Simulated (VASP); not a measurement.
# SnO2 (P4_2/mnm) in VASP: notebook

SnO2 is run at these levels: PBE; tasks: single point.

Everything below comes from runs of VASP 6.6.1. Logs are shortened: lines on timing, memory, paths and dates and some standing lists are left out, and cuts for length are marked.

**1. The cell of the first run**

It takes space group P4_2/mnm (No. 136, tetragonal). Conventional cell: a = 5.021 Å, b = 5.021 Å, c = 3.497 Å, α = 90.00°, β = 90.00°, γ = 90.00°. Sn (site symmetry mmm) has 6 O at 2.18 to 2.22 Å within 2.9 Å. O (site symmetry m2m) has 3 Sn at 2.18 to 2.22 Å and 1 O at 2.75 Å within 2.9 Å.

**2. Single point, PBE (strain +0.040 along x and y, +0.080 along z)**

Contents of INCAR:

```
ALGO = Normal
EDIFF = 1E-7
ENCUT = 520
GGA = PE
ISIF = 2
ISMEAR = 0
LASPH = T
LCHARG = T
LELF = T
LREAL = F
LVHAR = T
LWAVE = F
NBANDS = 35
NELM = 100
PREC = Accurate
SIGMA = 0.05
```

Contents of KPOINTS:

```
k-points
0
Gamma
  6 6 8
```

Contents of POSCAR:

```
SnO2
1.0
    5.0208131959      0.0000000000      0.0000000000
    0.0000000000      5.0208131959      0.0000000000
    0.0000000000      0.0000000000      3.4970302158
Sn O
2 4
Direct
    0.0000000000      0.0000000000      0.0000000000
    0.5000000000      0.5000000000      0.5000000000
    0.3066050863      0.3066050863      0.0000000000
    0.1933949137      0.8066050863      0.5000000000
    0.6933949137      0.6933949137      0.0000000000
    0.8066050863      0.1933949137      0.5000000000
```

Potentials or basis: VASP PAW PBE potentials, release 64 (Sn_d, O).

Run with:

```bash
> cat potpaw_PBE.64/Sn_d/POTCAR potpaw_PBE.64/O/POTCAR > POTCAR
> mpirun -np 1 vasp_std > vasp.out
```

OUTCAR:

```text
EDIFF = 1E-7
   ENCUT = 520
   GGA = PE
   ISIF = 2
   ISMEAR = 0
   LASPH = T
   LREAL = F
   NELM = 100
   PREC = Accurate

 ion  position               nearest neighbor table
   1  0.000  0.000  0.000-   3 2.18   5 2.18   4 2.22   6 2.22   4 2.22   6 2.22
   2  0.500  0.500  0.500-   4 2.18   6 2.18   5 2.22   3 2.22   3 2.22   5 2.22
   3  0.307  0.307  0.000-   1 2.18   2 2.22   2 2.22
   4  0.193  0.807  0.500-   2 2.18   1 2.22   1 2.22
   5  0.693  0.693  0.000-   1 2.18   2 2.22   2 2.22
   6  0.807  0.193  0.500-   2 2.18   1 2.22   1 2.22

  LATTYP: Found a simple tetragonal cell.
 ALAT       =     5.0208131959
 C/A-ratio  =     0.6965067369

  Lattice vectors:

 A1 = (   5.0208131959,   0.0000000000,   0.0000000000)
 A2 = (   0.0000000000,   5.0208131959,   0.0000000000)
 A3 = (   0.0000000000,   0.0000000000,   3.4970302158)

Analysis of symmetry for initial positions (statically):
=====================================================================
 Subroutine PRICEL returns:
 Original cell was already a primitive cell.

 Routine SETGRP: Setting up the symmetry group for a
 simple tetragonal supercell.

 Subroutine GETGRP returns: Found 16 space group operations
 (whereof  8 operations were pure point group operations)
 out of a pool of 16 trial point group operations.

The static configuration has the point symmetry D_2h.
 The point group associated with its full space group is D_4h.

Analysis of symmetry for dynamics (positions and initial velocities):
=====================================================================
 Subroutine PRICEL returns:
 Original cell was already a primitive cell.

 Routine SETGRP: Setting up the symmetry group for a
 simple tetragonal supercell.

 Subroutine GETGRP returns: Found 16 space group operations
 (whereof  8 operations were pure point group operations)
 out of a pool of 16 trial point group operations.

The dynamic configuration has the point symmetry D_2h.
 The point group associated with its full space group is D_4h.

 Subroutine INISYM returns: Found 16 space group operations
 (whereof  8 operations are pure point group operations),
 and found     1 'primitive' translations

----------------------------------------------------------------------------------------

                                     Primitive cell

  volume of cell :      88.1551

  direct lattice vectors                    reciprocal lattice vectors
     5.020813196  0.000000000  0.000000000     0.199170923  0.000000000  0.000000000
     0.000000000  5.020813196  0.000000000     0.000000000  0.199170923  0.000000000
     0.000000000  0.000000000  3.497030216     0.000000000  0.000000000  0.285956923

  length of vectors
     5.020813196  5.020813196  3.497030216     0.199170923  0.199170923  0.285956923

  position of ions in fractional coordinates (direct lattice)
     0.000000000  0.000000000  0.000000000
     0.500000000  0.500000000  0.500000000
     0.306605086  0.306605086  0.000000000
     0.193394914  0.806605086  0.500000000
     0.693394914  0.693394914  0.000000000
     0.806605086  0.193394914  0.500000000

  ion indices of the primitive-cell ions
   primitive index   ion index
                 1           1
                 2           2
                 3           3
                 4           4
                 5           5
                 6           6

----------------------------------------------------------------------------------------

 KPOINTS: k-points

Automatic generation of k-mesh.
 Grid dimensions read from file:
 generate k-points for:    6    6    8

 Generating k-lattice:

  Cartesian coordinates                     Fractional coordinates (reciprocal lattice)
     0.033195154  0.000000000  0.000000000     0.166666667  0.000000000  0.000000000
     0.000000000  0.033195154  0.000000000     0.000000000  0.166666667  0.000000000
     0.000000000  0.000000000  0.035744615     0.000000000  0.000000000  0.125000000

  Length of vectors
     0.033195154  0.033195154  0.035744615

  Shift w.r.t. Gamma in fractional coordinates (k-lattice)
     0.000000000  0.000000000  0.000000000

 Subroutine IBZKPT returns following result:
 ===========================================

 Found     50 irreducible k-points:

 Following reciprocal coordinates:
            Coordinates               Weight
  0.000000  0.000000  0.000000      1.000000
  0.166667  0.000000  0.000000      4.000000
  0.333333  0.000000  0.000000      4.000000
  0.500000  0.000000  0.000000      2.000000
  0.166667  0.166667  0.000000      4.000000
  0.333333  0.166667  0.000000      8.000000
[... 16 lines left out ...]
  0.333333  0.000000  0.250000      8.000000
  0.500000  0.000000  0.250000      4.000000
 [... further k-points ...]
   k-points           NKPTS =     50   k-points in BZ     NKDIM =     50   number of bands    NBANDS=     35
   number of dos      NEDOS =    301   number of ions     NIONS =      6
   total plane-waves  NPLWV =  44800
   dimension x,y,z NGX =    40 NGY =   40 NGZ =   28
   dimension x,y,z NGXF=    80 NGYF=   80 NGZF=   56
   ions per type =               2   4
   NGX,Y,Z   is equivalent  to a cutoff of  13.24, 13.24, 13.31 a.u.
   NGXF,Y,Z  is equivalent  to a cutoff of  26.49, 26.49, 26.62 a.u.
 SYSTEM =  unknown system
   PREC   = accura    normal or accurate (medium, high low for compatibility)
   ISTART =      0    job   : 0-new  1-cont  2-samecut
   ICHARG =      2    charge: 1-file 2-atom 10-const
   ISPIN  =      1    spin polarized calculation?
   LNONCOLLINEAR =      F non collinear calculations
   LSORBIT =      F    spin-orbit coupling
   LASPH  =      T    aspherical Exc in radial PAW
   ENCUT  =  520.0 eV  38.22 Ry    6.18 a.u.   9.34  9.34  6.50*2*pi/ulx,y,z
   NELM   =    100;   NELMIN=  2; NELMDL= -5     # of ELM steps
   EDIFF  = 0.1E-06   stopping-criterion for ELM
   LREAL  =      F    real-space projection
   EDIFFG = 0.1E-05   stopping-criterion for IOM
   NSW    =      0    number of steps for IOM
   IBRION =     -1    ionic relax: 0-MD 1-quasi-New 2-CG
   NFREE  =      0    steps in history (QN), initial steepest desc. (CG)
   ISIF   =      2    stress and relaxation
   ISYM   =      2    0-nonsym 1-usesym 2-fastsym
   POTIM  = 0.5000    time-step for ionic-motion
   TEBEG  =    0.0;   TEEND  =   0.0 temperature during run
   PSTRESS=    0.0 pullay stress
   NELECT =      52.0000    total number of electrons
   NUPDOWN=      -1.0000    fix difference up-down
   EMIN   =  10.00;   EMAX   =-10.00  energy-range for DOS
   EFERMI =   0.00;   METHOD = LEGACY
   ISMEAR =     0;   SIGMA  =   0.05  broadening in eV -4-tet -1-fermi 0-gaus
   EFERMI_NEDOS =   21; number of points for ismear=-14 and -15
   IALGO  =     38    algorithm
   IMIX   =      4    mixing-type and parameters
     AMIX     =   0.40;   BMIX     =  1.00
     AMIX_MAG =   1.60;   BMIX_MAG =  1.00
  volume/ion in A,a.u.               =      14.69        99.15
  Fermi-wavevector in a.u.,A,eV,Ry     =   1.372967  2.594531 25.647505  1.885038
  Thomas-Fermi vector in A             =   2.498526
   LORBIT       =      0    0 simple, 1 ext, 2 COOP (PROOUT), +10 PAW based schemes
   GGA     = PE    functional components
   LHFCALC =     F    Hartree Fock is set to
   AEXX    =    0.0000 exact exchange contribution
   IVDW    =     0    specifies the selected vdW correction
   LEPSILON=     F    determine dielectric tensor
   LRPA    =     F    only Hartree local field effects (RPA)
 non-spin polarized calculation
 Gauss-broadening in eV      SIGMA  =   0.05
  energy-cutoff  :      520.00
  volume of cell :       88.16
 maximum number of plane-waves:      2401
 NGX is ok and might be reduce to    40
   NGX = 19   NGY = 19   NGZ = 13

 number of electron      52.0000005 magnetization

 Free energy of the ion-electron system (eV)
  ---------------------------------------------------
  ext. energy  EPLUGINS =         0.00000000
  ---------------------------------------------------
  free energy    TOTEN  =       -36.37417732 eV

  energy without entropy =      -36.37401832  energy(sigma->0) =      -36.37409782

 E-fermi :   3.8684     XC(G=0): -10.2062

 val. band max:        3.8104171804   @ k =   0.0000   0.0000   0.1250
 cond. band min:       3.9015186322   @ k =   0.0000   0.0000   0.0000
 fundamental gap:      0.0911014518
 Fermi energy:         3.8683884059

 k-point     1 :       0.0000    0.0000    0.0000
  band No.  band energies     occupation
      1     -17.0343      2.00000
      2     -16.6559      2.00000
      3     -16.6351      2.00000
      4     -16.5991      2.00000
      5     -16.5991      2.00000
      6     -16.5940      2.00000
[... 27 lines left out ...]
     34      13.9176      0.00000
     35      15.2544      0.00000

 k-point     2 :       0.1667    0.0000    0.0000
  band No.  band energies     occupation
      1     -17.0110      2.00000
      2     -16.6740      2.00000
      3     -16.6344      2.00000
      4     -16.6090      2.00000
      5     -16.5983      2.00000
      6     -16.5983      2.00000
[... 27 lines left out ...]
     34      14.4290      0.00000
     35      15.2933      0.00000

 k-point     3 :       0.3333    0.0000    0.0000
  band No.  band energies     occupation
      1     -16.9448      2.00000
      2     -16.7456      2.00000
      3     -16.6325      2.00000
      4     -16.6236      2.00000
      5     -16.5968      2.00000
      6     -16.5967      2.00000
[... 27 lines left out ...]
     34      14.7797      0.00000
     35      15.1527      0.00000
[... 723 lines left out ...]
 k-point    23 :       0.3333    0.0000    0.2500
  band No.  band energies     occupation
      1     -16.9113      2.00000
      2     -16.8367      2.00000
      3     -16.6793      2.00000
      4     -16.6038      2.00000
      5     -16.5869      2.00000
      6     -16.5799      2.00000
[... 27 lines left out ...]
     34      14.5319      0.00000
     35      15.3179      0.00000

 k-point    24 :       0.5000    0.0000    0.2500
  band No.  band energies     occupation
      1     -16.8844      2.00000
      2     -16.8844      2.00000
      3     -16.6303      2.00000
      4     -16.6303      2.00000
      5     -16.5845      2.00000
      6     -16.5845      2.00000
[... 27 lines left out ...]
     34      14.3487      0.00000
     35      15.3425      0.00000

 [... further k-points ...]

------------------------ aborting loop because EDIFF is reached ----------------------------------------

  FORCE on cell =-STRESS in cart. coord.  units (eV):
  Direction    XX          YY          ZZ          XY          YZ          ZX
  --------------------------------------------------------------------------------------
  -------------------------------------------------------------------------------------
  Total       -8.8023700     -8.8023700    -14.2279483      0.0000000      0.0000000      0.0000000
  in kB     -159.9788941   -159.9788941   -258.5862026      0.0000000      0.0000000      0.0000000
  external PRESSURE =    -192.8479970 kB  Pullay stress =       0.0000000 kB

 VOLUME and BASIS-vectors are now :
 -----------------------------------------------------------------------------
  energy-cutoff  :      520.00
  volume of cell :       88.16
      direct lattice vectors                 reciprocal lattice vectors
     5.020813196  0.000000000  0.000000000     0.199170923  0.000000000  0.000000000
     0.000000000  5.020813196  0.000000000     0.000000000  0.199170923  0.000000000
     0.000000000  0.000000000  3.497030216     0.000000000  0.000000000  0.285956923

 POSITION                                       TOTAL-FORCE (eV/Angst)
 -----------------------------------------------------------------------------------
      0.00000      0.00000      0.00000        -0.000000      0.000000      0.000000
      2.51041      2.51041      1.74852        -0.000000      0.000000      0.000000
      1.53941      1.53941      0.00000         0.192597      0.192597     -0.000000
      0.97100      4.04981      1.74852        -0.192597      0.192597      0.000000
      3.48141      3.48141      0.00000        -0.192597     -0.192597      0.000000
      4.04981      0.97100      1.74852         0.192597     -0.192597      0.000000
 -----------------------------------------------------------------------------------
    total drift:                                0.000000     -0.000000     -0.000000

  FREE ENERGIE OF THE ION-ELECTRON SYSTEM (eV)
  ---------------------------------------------------
  free  energy   TOTEN  =       -36.3741773151 eV

  energy  without entropy=      -36.3740183205  energy(sigma->0) =      -36.37409782
```

Run time: 1.7 min. Hardware: 1 thread of Intel Xeon Platinum 8559C (Emerald Rapids), shared host; peak memory 0.26 GiB.

What came out:

| Property | Result |
| --- | --- |
| Free energy | -36.3742 eV |
| Pressure | -19.3 GPa |
| Largest force | 0.272 eV/Å |
| Band gap on the k mesh | 0.09 eV, indirect (least direct gap 0.32 eV) |

Forces in eV/Å, atoms in the order of the input:
```
Sn   0.000  0.000  0.000
Sn   0.000  0.000  0.000
O    0.193  0.193  0.000
O   -0.193  0.193  0.000
O   -0.193 -0.193  0.000
O    0.193 -0.193  0.000
```

Caveat: the cell differs from its parent crystal (strain +0.040 along x and y, +0.080 along z); spin-orbit coupling is left out, which moves the levels of the heavy elements. A k mesh can miss the band edges.

**3. Single point, PBE (strain +0.080 along x and y, +0.040 along z)**

Contents of INCAR:

```
PREC = Accurate
ENCUT = 520
EDIFF = 1E-7
ISMEAR = 0
SIGMA = 0.05
LREAL = False
LASPH = True
NELM = 100
ALGO = Normal
ISIF = 2
LWAVE = False
LCHARG = False
GGA = PE
NBANDS = 35
```

Contents of KPOINTS:

```
Automatic mesh
0
Gamma
  6 6 8
```

POSCAR: that of step 2 with these lines changed.

```diff
@@ -2,5 +2,5 @@
 1.0
-    5.0208131959      0.0000000000      0.0000000000
-    0.0000000000      5.0208131959      0.0000000000
-    0.0000000000      0.0000000000      3.4970302158
+    5.2139213958      0.0000000000      0.0000000000
+    0.0000000000      5.2139213958      0.0000000000
+    0.0000000000      0.0000000000      3.3675105782
 Sn O
```

Potentials or basis: VASP PAW PBE potentials, release 64 (Sn_d, O).

Run with:

```bash
> cat potpaw_PBE.64/Sn_d/POTCAR potpaw_PBE.64/O/POTCAR > POTCAR
> mpirun -np 1 vasp_std > vasp.out
```

Run time: 95 s. Hardware: 1 thread of Intel Xeon Platinum 8559C (Emerald Rapids), shared host; peak memory 0.27 GiB.

It converged, with:

| Quantity | Value |
| --- | --- |
| Free energy | -36.1300 eV |
| Pressure | -20.4 GPa |
| Largest force | 0.658 eV/Å |
| Band gap on the k mesh | 0.08 eV, indirect (least direct gap 0.24 eV) |

Forces in eV/Å, atoms in the order of the input:
```
Sn   0.000  0.000  0.000
Sn   0.000  0.000  0.000
O    0.466  0.466  0.000
O   -0.466  0.466  0.000
O   -0.466 -0.466  0.000
O    0.466 -0.466  0.000
```

Stress tensor (GPa, compression positive):
```
-19.56   0.00   0.00
  0.00 -19.56   0.00
  0.00   0.00 -21.96
```

Levels at points of the mesh, in eV from the valence-band top:
```tsv
k point	band 24	band 25	band 26	band 27	band 28	band 29
(0.00, 0.00, 0.00)	-0.71	-0.55	-0.55	0.08	4.28	5.33
(0.50, 0.00, 0.00)	-1.07	-0.44	-0.44	2.28	2.28	6.09
(0.50, 0.50, 0.00)	-1.16	-0.64	-0.64	2.67	2.67	6.11
(0.00, 0.00, 0.50)	-1.01	-0.84	-0.84	3.76	3.76	7.87
(0.50, 0.00, 0.50)	-0.74	-0.68	-0.68	3.94	3.94	6.05
(0.50, 0.50, 0.50)	-0.68	-0.54	-0.54	2.79	2.79	7.53
```

Caveat: the cell differs from its parent crystal (strain +0.080 along x and y, +0.040 along z); spin-orbit coupling is left out, which moves the levels of the heavy elements. A k mesh can miss the band edges.

**4. Single point, PBE (strain +0.080 along x and y, +0.080 along z)**

Contents of INCAR:

```
SYSTEM = SnO2
PREC = Accurate ; ENCUT = 520
EDIFF = 1E-6 ; ISMEAR = 0
SIGMA = 0.05 ; LREAL = .False.
LASPH = .True. ; NELM = 60
ALGO = Normal ; ISIF = 2
LWAVE = .False. ; LCHARG = .True.
GGA = PE ; LELF = .True.
LVHAR = .True. ; NBANDS = 35
```

Contents of KPOINTS:

```
regular mesh
0
Gamma
  6 6 8
  0 0 0
```

POSCAR: that of step 3 with these lines changed.

```diff
@@ -4,3 +4,3 @@
     0.0000000000      5.2139213958      0.0000000000
-    0.0000000000      0.0000000000      3.3675105782
+    0.0000000000      0.0000000000      3.4970302158
 Sn O
```

Run with:

```bash
> cat potpaw_PBE.64/Sn_d/POTCAR potpaw_PBE.64/O/POTCAR > POTCAR
> mpirun -np 1 vasp_std > vasp.out
```

Wall time 88 s (1 thread of Intel Xeon Platinum 8559C (Emerald Rapids), shared host); peak memory 0.27 GiB.

It converged, with:

- Free energy: -35.5821 eV
- Pressure: -23.0 GPa
- Largest force: 0.537 eV/Å
- Band gap on the k mesh: 0.04 eV, indirect (least direct gap 0.08 eV)

Forces on the atoms (eV/Å):
```
Sn   0.000  0.000  0.000
Sn   0.000  0.000  0.000
O    0.380  0.380  0.000
O   -0.380  0.380  0.000
O   -0.380 -0.380  0.000
O    0.380 -0.380  0.000
```

Stress tensor (GPa, compression positive):
```
-20.55   0.00   0.00
  0.00 -20.55   0.00
  0.00   0.00 -27.79
```

Levels at points of the mesh, in eV from the valence-band top:
```csv
k point,band 23,band 24,band 25,band 26,band 27,band 28,band 29,band 30
"(0.00, 0.00, 0.00)",-1.18,-1.14,-0.49,-0.49,0.08,3.76,4.97,4.97
"(0.50, 0.00, 0.00)",-1.12,-1.12,-0.39,-0.39,1.99,1.99,5.66,5.66
"(0.50, 0.50, 0.00)",-1.22,-1.22,-0.55,-0.55,2.28,2.28,5.73,5.73
"(0.00, 0.00, 0.50)",-0.96,-0.96,-0.79,-0.79,3.40,3.40,7.69,7.69
"(0.50, 0.00, 0.50)",-0.69,-0.69,-0.62,-0.62,3.60,3.60,5.93,5.93
"(0.50, 0.50, 0.50)",-0.63,-0.63,-0.47,-0.47,2.49,2.49,7.38,7.38
```

Caveat: the cell differs from its parent crystal (strain +0.080 along x and y, +0.080 along z); spin-orbit coupling is left out, which moves the levels of the heavy elements. A k mesh can miss the band edges.

**5. Summary**

```tsv
cell	gap on the mesh (eV)	pressure (GPa)	largest force (eV/Å)
a = 5.021, b = 5.021, c = 3.497 Å, 6 atoms	0.09	-19.3	0.27
a = 5.214, b = 5.214, c = 3.368 Å, 6 atoms	0.08	-20.4	0.66
a = 5.214, b = 5.214, c = 3.497 Å, 6 atoms	0.04	-23.0	0.54
```

Alike in all rows: task single point; level PBE; potentials or basis VASP PAW PBE potentials, release 64 (Sn_d, O); no spin polarisation; k mesh 6 × 6 × 8; cutoff (eV) 520; smearing gaussian 0.05 eV.

Caveats: spin-orbit coupling is left out, which moves the levels of the heavy elements.

Absolute energies hang on the potentials; compare differences alone.
